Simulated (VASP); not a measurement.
A run of VASP 6.6.1 is set up as follows.

File INCAR:

```
ALGO = Normal
EDIFF = 1E-6
ENCUT = 520
GGA = PE
ISIF = 2
ISMEAR = 0
LASPH = True
LCHARG = True
LELF = True
LREAL = False
LVHAR = True
LWAVE = False
NBANDS = 11
NELM = 60
PREC = Accurate
SIGMA = 0.05
```

Contents of KPOINTS:

```
k-points
0
Gamma
  10 10 10
```

The input POSCAR:

```
MgO
1.0
    0.0000000000      1.8334406761      1.8334406761
    1.8334406761      0.0000000000      1.8334406761
    1.8334406761      1.8334406761      0.0000000000
Mg O
1 1
Direct
    0.0000000000      0.0000000000      0.0000000000
    0.5000000000      0.5000000000      0.5000000000
```

Potentials or basis: VASP PAW PBE potentials, release 64 (Mg, O).

The run is started by

```sh
$ cat potpaw_PBE.64/Mg/POTCAR potpaw_PBE.64/O/POTCAR > POTCAR
$ mpirun -np 1 vasp_std > vasp.out
```

Problem. Estimate the pressure.

Solution. 168.3 GPa.

Problem. What does it give for the band gap on the k mesh?

Solution. 9.20 eV, indirect (least direct gap 9.96 eV).

 A k mesh can miss the band edges.
